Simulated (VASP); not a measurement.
# BaTiO3 (Pm-3m) in VASP: single point with PBE+U

Aim: the single point of BaTiO3 with PBE+U.

All numbers are computed with VASP 6.6.1; they aren't measurements. Logs are shortened: lines on timing, memory, paths and dates and some standing lists are left out, and cuts for length are marked.

### Step 1. The cell of the first run

The structure is cubic, space group Pm-3m (No. 221). The conventional cell has a = 4.029 Å, b = 4.029 Å, c = 4.029 Å, α = 90.00°, β = 90.00°, γ = 90.00°. Within 3.8 Å of Ba (site symmetry m-3m) lie 12 O at 2.85 Å and 8 Ti at 3.49 Å. Ti (site symmetry m-3m) has 6 O at 2.01 Å within 2.7 Å. Within 2.7 Å of O (site symmetry 4/mmm) lie 2 Ti at 2.01 Å.

### Step 2. Single point, PBE+U

INCAR reads:

```
PREC = Accurate
ENCUT = 1340
EDIFF = 1E-6
ISMEAR = 0
SIGMA = 0.05
LREAL = F
LASPH = T
NELM = 200
ALGO = Normal
ISIF = 2
LWAVE = F
LCHARG = F
LMAXMIX = 4
LDAU = T
LDAUTYPE = 2
LDAUL = -1 2 -1
LDAUU = 0 4 0
LDAUJ = 0 0 0
LDAUPRINT = 1
GGA = PE
NBANDS = 28
GGA_COMPAT = F
```

KPOINTS reads:

```
regular mesh
0
Gamma
  8 8 8
```

POSCAR reads:

```
BaTiO3
1.0
    4.0288515454      0.0000000000      0.0000000000
    0.0000000000      4.0288515454      0.0000000000
    0.0000000000      0.0000000000      4.0288515454
Ba Ti O
1 1 3
Direct
    0.5000000000      0.5000000000      0.5000000000
    0.0000000000      0.0000000000      0.0000000000
    0.5000000000      0.0000000000      0.0000000000
    0.0000000000      0.5000000000      0.0000000000
    0.0000000000      0.0000000000      0.5000000000
```

Potentials or basis: VASP PAW PBE potentials, release 64 (Ba_sv, Ti_sv, O_h).

Launch:

```console
> cat potpaw_PBE.64/Ba_sv/POTCAR potpaw_PBE.64/Ti_sv/POTCAR potpaw_PBE.64/O_h/POTCAR > POTCAR
> mpirun -np 1 vasp_std > vasp.out
```

OUTCAR:

```text
PREC = Accurate
   ENCUT = 1340
   EDIFF = 1E-6
   ISMEAR = 0
   LREAL = F
   LASPH = T
   NELM = 200
   ISIF = 2
   GGA = PE

 ion  position               nearest neighbor table
   1  0.500  0.500  0.500-   3 2.85   4 2.85   5 2.85   3 2.85   4 2.85   3 2.85   5 2.85   3 2.85
                             4 2.85   5 2.85   4 2.85   5 2.85   2 3.49   2 3.49   2 3.49   2 3.49
   2  0.000  0.000  0.000-   3 2.01   4 2.01   5 2.01   5 2.01   4 2.01   3 2.01   1 3.49   1 3.49
                             1 3.49   1 3.49   1 3.49   1 3.49   1 3.49   1 3.49
   3  0.500  0.000  0.000-   2 2.01   2 2.01   1 2.85   1 2.85   1 2.85   1 2.85
   4  0.000  0.500  0.000-   2 2.01   2 2.01   1 2.85   1 2.85   1 2.85   1 2.85
   5  0.000  0.000  0.500-   2 2.01   2 2.01   1 2.85   1 2.85   1 2.85   1 2.85

  LATTYP: Found a simple cubic cell.
 ALAT       =     4.0288515454

  Lattice vectors:

 A1 = (   4.0288515454,   0.0000000000,   0.0000000000)
 A2 = (   0.0000000000,   4.0288515454,   0.0000000000)
 A3 = (   0.0000000000,   0.0000000000,   4.0288515454)

Analysis of symmetry for initial positions (statically):
=====================================================================
 Subroutine PRICEL returns:
 Original cell was already a primitive cell.

 Routine SETGRP: Setting up the symmetry group for a
 simple cubic supercell.

 Subroutine GETGRP returns: Found 48 space group operations
 (whereof 48 operations were pure point group operations)
 out of a pool of 48 trial point group operations.

The static configuration has the point symmetry O_h .

Analysis of symmetry for dynamics (positions and initial velocities):
=====================================================================
 Subroutine PRICEL returns:
 Original cell was already a primitive cell.

 Routine SETGRP: Setting up the symmetry group for a
 simple cubic supercell.

 Subroutine GETGRP returns: Found 48 space group operations
 (whereof 48 operations were pure point group operations)
 out of a pool of 48 trial point group operations.

The dynamic configuration has the point symmetry O_h .

 Subroutine INISYM returns: Found 48 space group operations
 (whereof 48 operations are pure point group operations),
 and found     1 'primitive' translations

----------------------------------------------------------------------------------------

                                     Primitive cell

  volume of cell :      65.3949

  direct lattice vectors                    reciprocal lattice vectors
     4.028851545  0.000000000  0.000000000     0.248209692  0.000000000  0.000000000
     0.000000000  4.028851545  0.000000000     0.000000000  0.248209692  0.000000000
     0.000000000  0.000000000  4.028851545     0.000000000  0.000000000  0.248209692

  length of vectors
     4.028851545  4.028851545  4.028851545     0.248209692  0.248209692  0.248209692

  position of ions in fractional coordinates (direct lattice)
     0.500000000  0.500000000  0.500000000
     0.000000000  0.000000000  0.000000000
     0.500000000  0.000000000  0.000000000
     0.000000000  0.500000000  0.000000000
     0.000000000  0.000000000  0.500000000

  ion indices of the primitive-cell ions
   primitive index   ion index
                 1           1
                 2           2
                 3           3
                 4           4
                 5           5

----------------------------------------------------------------------------------------

 KPOINTS: regular mesh

Automatic generation of k-mesh.
 Grid dimensions read from file:
 generate k-points for:    8    8    8

 Generating k-lattice:

  Cartesian coordinates                     Fractional coordinates (reciprocal lattice)
     0.031026211  0.000000000  0.000000000     0.125000000  0.000000000  0.000000000
     0.000000000  0.031026211  0.000000000     0.000000000  0.125000000  0.000000000
     0.000000000  0.000000000  0.031026211     0.000000000  0.000000000  0.125000000

  Length of vectors
     0.031026211  0.031026211  0.031026211

  Shift w.r.t. Gamma in fractional coordinates (k-lattice)
     0.000000000  0.000000000  0.000000000

 Subroutine IBZKPT returns following result:
 ===========================================

 Found     35 irreducible k-points:

 Following reciprocal coordinates:
            Coordinates               Weight
  0.000000  0.000000  0.000000      1.000000
  0.125000  0.000000  0.000000      6.000000
  0.250000  0.000000  0.000000      6.000000
  0.375000  0.000000  0.000000      6.000000
  0.500000  0.000000  0.000000      3.000000
  0.125000  0.125000  0.000000     12.000000
[... 16 lines left out ...]
  0.375000  0.375000  0.125000     24.000000
  0.500000  0.375000  0.125000     24.000000
 [... further k-points ...]
   k-points           NKPTS =     35   k-points in BZ     NKDIM =     35   number of bands    NBANDS=     28
   number of dos      NEDOS =    301   number of ions     NIONS =      5
   total plane-waves  NPLWV = 110592
   dimension x,y,z NGX =    48 NGY =   48 NGZ =   48
   dimension x,y,z NGXF=    96 NGYF=   96 NGZF=   96
   ions per type =               1   1   3
   NGX,Y,Z   is equivalent  to a cutoff of  19.81, 19.81, 19.81 a.u.
   NGXF,Y,Z  is equivalent  to a cutoff of  39.61, 39.61, 39.61 a.u.
 SYSTEM =  unknown system
   PREC   = accura    normal or accurate (medium, high low for compatibility)
   ISTART =      0    job   : 0-new  1-cont  2-samecut
   ICHARG =      2    charge: 1-file 2-atom 10-const
   ISPIN  =      1    spin polarized calculation?
   LNONCOLLINEAR =      F non collinear calculations
   LSORBIT =      F    spin-orbit coupling
   LASPH  =      T    aspherical Exc in radial PAW
   ENCUT  = 1340.0 eV  98.49 Ry    9.92 a.u.  12.03 12.03 12.03*2*pi/ulx,y,z
   NELM   =    200;   NELMIN=  2; NELMDL= -5     # of ELM steps
   EDIFF  = 0.1E-05   stopping-criterion for ELM
   LREAL  =      F    real-space projection
   EDIFFG = 0.1E-04   stopping-criterion for IOM
   NSW    =      0    number of steps for IOM
   IBRION =     -1    ionic relax: 0-MD 1-quasi-New 2-CG
   NFREE  =      0    steps in history (QN), initial steepest desc. (CG)
   ISIF   =      2    stress and relaxation
   ISYM   =      2    0-nonsym 1-usesym 2-fastsym
   POTIM  = 0.5000    time-step for ionic-motion
   TEBEG  =    0.0;   TEEND  =   0.0 temperature during run
   PSTRESS=    0.0 pullay stress
   NELECT =      40.0000    total number of electrons
   NUPDOWN=      -1.0000    fix difference up-down
   EMIN   =  10.00;   EMAX   =-10.00  energy-range for DOS
   EFERMI =   0.00;   METHOD = LEGACY
   ISMEAR =     0;   SIGMA  =   0.05  broadening in eV -4-tet -1-fermi 0-gaus
   EFERMI_NEDOS =   21; number of points for ismear=-14 and -15
   IALGO  =     38    algorithm
   IMIX   =      4    mixing-type and parameters
     AMIX     =   0.40;   BMIX     =  1.00
     AMIX_MAG =   1.60;   BMIX_MAG =  1.00
  volume/ion in A,a.u.               =      13.08        88.26
  Fermi-wavevector in a.u.,A,eV,Ry     =   1.389676  2.626107 26.275564  1.931199
  Thomas-Fermi vector in A             =   2.513684
   LORBIT       =      0    0 simple, 1 ext, 2 COOP (PROOUT), +10 PAW based schemes
 LDA+U is selected, type is set to LDAUTYPE =  2
   angular momentum for each species LDAUL =    -1    2   -1
   U (eV)           for each species LDAUU =   0.0  4.0  0.0
   J (eV)           for each species LDAUJ =   0.0  0.0  0.0
   GGA     = PE    functional components
   LHFCALC =     F    Hartree Fock is set to
   AEXX    =    0.0000 exact exchange contribution
   IVDW    =     0    specifies the selected vdW correction
   LEPSILON=     F    determine dielectric tensor
   LRPA    =     F    only Hartree local field effects (RPA)
 non-spin polarized calculation
 Gauss-broadening in eV      SIGMA  =   0.05
  energy-cutoff  :     1340.00
  volume of cell :       65.39
 maximum number of plane-waves:      7316
   NGX = 25   NGY = 25   NGZ = 25

atom =   2  type =  2  l = 2

 onsite density matrix

spin component  1

  0.1028 -0.0000 -0.0000 -0.0000  0.0000
 -0.0000  0.1028  0.0000 -0.0000 -0.0000
 -0.0000  0.0000  0.2337 -0.0000 -0.0000
 -0.0000 -0.0000 -0.0000  0.1028  0.0000
  0.0000 -0.0000 -0.0000  0.0000  0.2337

spin component  2

  0.1028 -0.0000 -0.0000 -0.0000  0.0000
 -0.0000  0.1028  0.0000 -0.0000 -0.0000
 -0.0000  0.0000  0.2337 -0.0000 -0.0000
 -0.0000 -0.0000 -0.0000  0.1028  0.0000
  0.0000 -0.0000 -0.0000  0.0000  0.2337

 occupancies and eigenvectors

  o =  0.1028  v =  1.0000  0.0000  0.0000  0.0000  0.0000  0.0000  0.0000  0.0000  0.0000  0.0000      0.0000  0.0000  0.0000  0.0000  0.0000  0.0000  0.0000  0.0000  0.0000  0.0000
  o =  0.1028  v =  0.0000  0.0000  0.0000  0.0000  0.0000  1.0000  0.0000  0.0000  0.0000  0.0000      0.0000  0.0000  0.0000  0.0000  0.0000  0.0000  0.0000  0.0000  0.0000  0.0000
  o =  0.1028  v =  0.0000  0.9525  0.0000  0.3047  0.0000  0.0000  0.0000  0.0000  0.0000  0.0000      0.0000  0.0000  0.0000  0.0000  0.0000  0.0000  0.0000  0.0000  0.0000  0.0000
  o =  0.1028  v =  0.0000  0.0000  0.0000  0.0000  0.0000  0.0000  0.9525  0.0000  0.3047  0.0000      0.0000  0.0000  0.0000  0.0000  0.0000  0.0000  0.0000  0.0000  0.0000  0.0000
  o =  0.1028  v =  0.0000  0.3047  0.0000 -0.9525  0.0000  0.0000  0.0000  0.0000  0.0000  0.0000      0.0000  0.0000  0.0000  0.0000  0.0000  0.0000  0.0000  0.0000  0.0000  0.0000
  o =  0.1028  v =  0.0000  0.0000  0.0000  0.0000  0.0000  0.0000  0.3047  0.0000 -0.9525  0.0000      0.0000  0.0000  0.0000  0.0000  0.0000  0.0000  0.0000  0.0000  0.0000  0.0000
  o =  0.2337  v =  0.0000  0.0000  0.0000  0.0000  0.0000  0.0000 -0.0000  1.0000  0.0000 -0.0008      0.0000  0.0000  0.0000  0.0000  0.0000  0.0000  0.0000  0.0000  0.0000  0.0000
  o =  0.2337  v =  0.0000 -0.0000  1.0000  0.0000 -0.0008  0.0000  0.0000  0.0000  0.0000  0.0000      0.0000  0.0000  0.0000  0.0000  0.0000  0.0000  0.0000  0.0000  0.0000  0.0000
  o =  0.2337  v =  0.0000  0.0000  0.0000  0.0000  0.0000  0.0000 -0.0000  0.0008  0.0000  1.0000      0.0000  0.0000  0.0000  0.0000  0.0000  0.0000  0.0000  0.0000  0.0000  0.0000
  o =  0.2337  v =  0.0000 -0.0000  0.0008  0.0000  1.0000  0.0000  0.0000  0.0000  0.0000  0.0000      0.0000  0.0000  0.0000  0.0000  0.0000  0.0000  0.0000  0.0000  0.0000  0.0000

 number of electron      39.9999998 magnetization

 Free energy of the ion-electron system (eV)
  ---------------------------------------------------
  ext. energy  EPLUGINS =         0.00000000
  ---------------------------------------------------
  free energy    TOTEN  =       -37.36214405 eV

  energy without entropy =      -37.36214405  energy(sigma->0) =      -37.36214405

 E-fermi :   4.4511     XC(G=0): -11.1679

 val. band max:        4.1697471036   @ k =   0.5000   0.5000   0.5000
 cond. band min:       6.3439628668   @ k =   0.0000   0.0000   0.0000
 fundamental gap:      2.1742157632
 Fermi energy:         4.4510612199

 k-point     1 :       0.0000    0.0000    0.0000
  band No.  band energies     occupation
      1     -53.6584      2.00000
      2     -29.8085      2.00000
      3     -29.8085      2.00000
      4     -29.8085      2.00000
      5     -20.6896      2.00000
      6     -12.7329      2.00000
[... 20 lines left out ...]
     27       9.1755      0.00000
     28      11.2651      0.00000

 k-point     2 :       0.1250    0.0000    0.0000
  band No.  band energies     occupation
      1     -53.6583      2.00000
      2     -29.8144      2.00000
      3     -29.8083      2.00000
      4     -29.8083      2.00000
      5     -20.6742      2.00000
      6     -12.7367      2.00000
[... 20 lines left out ...]
     27       9.4763      0.00000
     28      11.6391      0.00000

 k-point     3 :       0.2500    0.0000    0.0000
  band No.  band energies     occupation
      1     -53.6580      2.00000
      2     -29.8286      2.00000
      3     -29.8077      2.00000
      4     -29.8077      2.00000
      5     -20.6365      2.00000
      6     -12.7838      2.00000
[... 616 lines left out ...]
      3     -29.8404      2.00000
      4     -29.8116      2.00000
      5     -20.5229      2.00000
      6     -12.4409      2.00000
[... 20 lines left out ...]
     27      12.2904      0.00000
     28      12.9193      0.00000

 k-point    24 :       0.5000    0.3750    0.1250
  band No.  band energies     occupation
      1     -53.6568      2.00000
      2     -29.8462      2.00000
      3     -29.8402      2.00000
      4     -29.8113      2.00000
      5     -20.5117      2.00000
      6     -12.3811      2.00000
[... 20 lines left out ...]
     27      12.2614      0.00000
     28      13.0278      0.00000

 [... further k-points ...]

------------------------ aborting loop because EDIFF is reached ----------------------------------------

  FORCE on cell =-STRESS in cart. coord.  units (eV):
  Direction    XX          YY          ZZ          XY          YZ          ZX
  --------------------------------------------------------------------------------------
  -------------------------------------------------------------------------------------
  Total        1.2911214      1.2911214      1.2911214      0.0000000     -0.0000000     -0.0000000
  in kB       31.6325261     31.6325261     31.6325261      0.0000000     -0.0000000     -0.0000000
  external PRESSURE =      31.6325261 kB  Pullay stress =       0.0000000 kB

 VOLUME and BASIS-vectors are now :
 -----------------------------------------------------------------------------
  energy-cutoff  :     1340.00
  volume of cell :       65.39
      direct lattice vectors                 reciprocal lattice vectors
     4.028851545  0.000000000  0.000000000     0.248209692  0.000000000  0.000000000
     0.000000000  4.028851545  0.000000000     0.000000000  0.248209692  0.000000000
     0.000000000  0.000000000  4.028851545     0.000000000  0.000000000  0.248209692

 POSITION                                       TOTAL-FORCE (eV/Angst)
 -----------------------------------------------------------------------------------
      2.01443      2.01443      2.01443         0.000000      0.000000      0.000000
      0.00000      0.00000      0.00000         0.000000      0.000000      0.000000
      2.01443      0.00000      0.00000         0.000000      0.000000      0.000000
      0.00000      2.01443      0.00000         0.000000      0.000000      0.000000
      0.00000      0.00000      2.01443         0.000000      0.000000      0.000000
 -----------------------------------------------------------------------------------
    total drift:                                0.000000      0.000000      0.000000

  FREE ENERGIE OF THE ION-ELECTRON SYSTEM (eV)
  ---------------------------------------------------
  free  energy   TOTEN  =       -37.3621440510 eV

  energy  without entropy=      -37.3621440510  energy(sigma->0) =      -37.36214405
```

Run time: 3.5 min. Hardware: 1 thread of Intel Xeon Platinum 8259CL at 2.50GHz (Skylake/Cascade Lake), shared host; peak memory 0.5 GiB.

Results:

```
Free energy            : -37.3621 eV
Pressure               : 3.2 GPa
Band gap on the k mesh : 2.17 eV (least direct gap 2.38 eV)
```

Levels at points of the mesh, in eV from the valence-band top:
```
           k point  band 16  band 17  band 18  band 19  band 20  band 21  band 22  band 23  band 24  band 25
(0.00, 0.00, 0.00)    -1.07    -1.07    -0.20    -0.20    -0.20     2.17     2.17     2.17     3.81     3.81
(0.50, 0.00, 0.00)    -1.88    -1.72    -1.72    -0.78    -0.78     2.35     3.81     3.82     3.82     5.69
(0.50, 0.50, 0.00)    -2.55    -1.88    -0.90    -0.90    -0.09     3.83     3.83     4.25     4.59     7.43
(0.50, 0.50, 0.50)    -2.32    -2.32     0.00     0.00     0.00     4.48     4.48     4.48     6.57     6.57
```

Eigenvalues of the final occupation matrices:
```tsv
site	spin	trace	eigenvalues
site 2 d	1	0.78	0.10 0.10 0.10 0.23 0.23
site 2 d	2	0.78	0.10 0.10 0.10 0.23 0.23
```

Caveat: the cell stands under pressure; spin-orbit coupling is left out, which moves the levels of the heavy elements. A k mesh can miss the band edges.
